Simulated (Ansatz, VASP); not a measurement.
## Two plane-wave programs on Y3C2

```
CELL_PARAMETERS angstrom
2.00504 -3.52889 0.00000
2.00504 3.52889 0.00000
0.00000 0.00000 5.93918
ATOMIC_POSITIONS crystal
Y 0.00000 0.00000 0.50000
Y 0.67565 0.32435 0.50000
Y 0.32435 0.67565 0.50000
C 0.66575 0.66575 0.00000
C 0.33425 0.33425 0.00000
```

Alike in both runs: task single point; functional PBE; k mesh 6 × 6 × 4; occupations gaussian, width 0.1 eV; collinear spin.

|  | VASP | Ansatz |
| --- | --- | --- |
| version | VASP 6.6.1 | Ansatz 0.2.0 |
| potentials or method | VASP PAW PBE potentials, release 64 (Y_sv, C), cutoff 520 eV | scalar-relativistic, plane waves, PAW |
| valence electrons in the cell | 41 | 41 |

Ansatz gave:

```
gap on the k mesh at the Fermi level (eV) : none
rms of the force components (eV/Å)        : 1.600
net moment per atom (μB)                  : 0.00
```

Task: Estimate VASP's values.

Result: gap on the k mesh at the Fermi level (eV): none; rms of the force components (eV/Å): 1.570; net moment per atom (μB): 0.00.

Atom by atom the forces differ by 0.035 eV/Å (rms over components). A gap of «none» marks a metal or a gap that the smearing closes. With one functional, cell and mesh, what is left measures potentials, basis and numerics. Ansatz's warnings: seeded moment not kept.
